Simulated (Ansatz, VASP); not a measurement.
**CuB5: VASP beside Ansatz**

INCAR

```
SYSTEM = CuB5
PREC     = Accurate       ! precision mode
ENCUT    = 600            ! plane-wave cutoff, eV
EDIFF    = 1E-7           ! SCF threshold, eV
ISMEAR   = 0              ! smearing method
SIGMA    = 0.1            ! smearing width, eV
LREAL    = .FALSE.        ! projectors in reciprocal space
LASPH    = .TRUE.         ! aspherical terms in the spheres
NELM     = 60             ! most SCF steps
ALGO     = Normal         ! electronic algorithm
ISIF     = 3              ! what is computed and relaxed
LWAVE    = .FALSE.        ! write WAVECAR
LCHARG   = .FALSE.        ! write CHGCAR
GGA      = PE             ! functional
IBRION   = 2              ! ionic algorithm
NSW      = 90             ! ionic steps
EDIFFG   = -0.04          ! ionic threshold
```

File KPOINTS:

```
regular mesh
0
G
  6 6 4
  0 0 0
```

Contents of POSCAR:

```
CuB5
1.0
    3.6540687700      0.0000000000      0.0000000000
   -1.8270343900      3.1645163800      0.0000000000
    0.0000000000      0.0000000000      3.8702072200
Cu B
1 5
Direct
    0.0000000000      0.0000000000      0.5000000000
    0.5000000000      0.0000000000      0.5000000000
    0.0000000000      0.5000000000      0.5000000000
    0.5000000000      0.5000000000      0.5000000000
    0.3333333300      0.6666666700      0.0000000000
    0.6666666700      0.3333333300      0.0000000000
```

Input for Ansatz:

```yaml
crystal:
  lattice:
    - [3.65406877, 0.0, 0.0]
    - [-1.82703439, 3.16451638, 0.0]
    - [0.0, 0.0, 3.87020722]
  atoms:
    - { symbol: Cu, position: [0.0, 0.0, 0.5] }
    - { symbol: B, position: [0.5, 0.0, 0.5] }
    - { symbol: B, position: [0.0, 0.5, 0.5] }
    - { symbol: B, position: [0.5, 0.5, 0.5] }
    - { symbol: B, position: [0.33333333, 0.66666667, 0.0] }
    - { symbol: B, position: [0.66666667, 0.33333333, 0.0] }
basis:
  ecutwfc: 420
kpoints:
  mp_grid: { grid: [6, 6, 4] }
hamiltonian:
  xc: pbe
scf:
  occupations: { method: gaussian, width: 0.1 }
  lower_state_search: "off"
output:
  forces: true
  stress: true
  eigenvalues: true
relax:
  adjacent_minimum: "off"
  f_tol: 0.04
  max_steps: 70
  cell: { stress_tol: 0.4 }
```

Alike in both runs: task relaxation of cell and atoms; functional PBE; k mesh 6 × 6 × 4; occupations gaussian, width 0.1 eV; no spin polarisation.

```csv
,VASP,Ansatz
version,VASP 6.6.1,Ansatz 0.2.0
potentials or method,"VASP PAW PBE potentials, release 64 (Cu, B), cutoff 600 eV","scalar-relativistic, plane waves, PAW"
valence electrons in the cell,26,34
```

```csv
,VASP,Ansatz,Ansatz less VASP
"gap on the k mesh at the Fermi level, each at its own relaxed structure (eV)",none,none,-
relaxed volume (Å³/atom),8.65,8.68,+0.030
relaxed cell length with the largest relative difference (Å),4.210,4.218,+0.0079
```

A gap of «none» marks a metal or a gap that the smearing closes. VASP's potentials hold 26 valence electrons a cell and Ansatz's 34, so a difference there can come from the potentials and not from the codes.

The k mesh is coarse, so the values compare programs but aren't converged. Noted on VASP's run: the volume moved by over 15 % at a fixed basis, so the end points are rough.
